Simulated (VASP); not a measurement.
Input of a VASP 6.6.1 run:

INCAR

```
SYSTEM = CaScSi3
PREC     = Accurate       ! precision mode
ENCUT    = 600            ! plane-wave cutoff, eV
EDIFF    = 1E-6           ! SCF threshold, eV
ISMEAR   = 0              ! smearing method
SIGMA    = 0.1            ! smearing width, eV
LREAL    = .False.        ! projectors in reciprocal space
LASPH    = .True.         ! aspherical terms in the spheres
NELM     = 100            ! most SCF steps
ALGO     = Normal         ! electronic algorithm
ISIF     = 3              ! what is computed and relaxed
LWAVE    = .False.        ! write WAVECAR
LCHARG   = .False.        ! write CHGCAR
GGA      = PE             ! functional
IBRION   = 2              ! ionic algorithm
NSW      = 100            ! ionic steps
EDIFFG   = -0.01          ! ionic threshold
```

KPOINTS

```
regular mesh
0
Gamma
  8 8 8
  0 0 0
```

The input POSCAR:

```
CaScSi3
1.0
    4.9848263698      0.0000000000      0.0000000000
    0.0000000000      4.9848263698      0.0000000000
    0.0000000000      0.0000000000      4.9848263698
Ca Sc Si
1 1 3
Direct
    0.0000000000      0.0000000000      0.0000000000
    0.5000000000      0.5000000000      0.5000000000
    0.0000000000      0.5000000000      0.5000000000
    0.5000000000      0.0000000000      0.5000000000
    0.5000000000      0.5000000000      0.0000000000
```

Potentials or basis: VASP PAW PBE potentials, release 64 (Ca_sv, Sc_sv, Si).

Run with:

```console
$ cat potpaw_PBE.64/Ca_sv/POTCAR potpaw_PBE.64/Sc_sv/POTCAR potpaw_PBE.64/Si/POTCAR > POTCAR
$ mpirun -np 1 vasp_std > vasp.out
```

Question: Predict the band gap on the k mesh.

Answer: Zero (an odd number of electrons rules out a gap without spin polarisation).

Final structure:
```yaml
crystal:
  lattice:
    - [4.98483, 0.00000, 0.00000]
    - [0.00000, 4.98483, 0.00000]
    - [0.00000, 0.00000, 4.98483]
  atoms:
    - { symbol: Ca, position: [0.00000, 0.00000, 0.00000] }
    - { symbol: Sc, position: [0.50000, 0.50000, 0.50000] }
    - { symbol: Si, position: [0.00000, 0.50000, 0.50000] }
    - { symbol: Si, position: [0.50000, 0.00000, 0.50000] }
    - { symbol: Si, position: [0.50000, 0.50000, 0.00000] }
```

Caveat: the relaxation stopped at its first step, so nothing moved; an odd number of electrons without spin polarisation forces a metal; a magnetic or distorted state may lie lower.
